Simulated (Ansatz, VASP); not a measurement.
Two plane-wave programs on AlN

```xyz
4
Lattice="3.1089 0.0000 0.0000 -1.5545 2.6924 0.0000 0.0000 0.0000 4.9780" Properties=species:S:1:pos:R:3 pbc="T T T"
Al    0.0000    1.7949   -0.0122
Al    1.5545    0.8975    2.4768
N     0.0000    1.7949    1.8888
N     1.5545    0.8975    4.3778
```

Alike in both runs: task single point; functional PBE; dispersion D3(BJ); k mesh 9 × 9 × 6; occupations gaussian, width 0.02 eV; no spin polarisation.

|  | VASP | Ansatz |
| --- | --- | --- |
| version | VASP 6.6.1 | Ansatz 0.2.0 |
| potentials or method | VASP PAW PBE potentials, release 64 (Al, N), cutoff 600 eV | scalar-relativistic, plane waves, PAW |
| valence electrons in the cell | 16 | 16 |

```tsv
	VASP	Ansatz	Ansatz less VASP
gap on the k mesh at the Fermi level (eV)	4.23	4.22	-0.010
least direct gap on the mesh (eV)	4.23	4.22	-0.010
pressure (GPa)	-0.3	0.0	+0.29
```
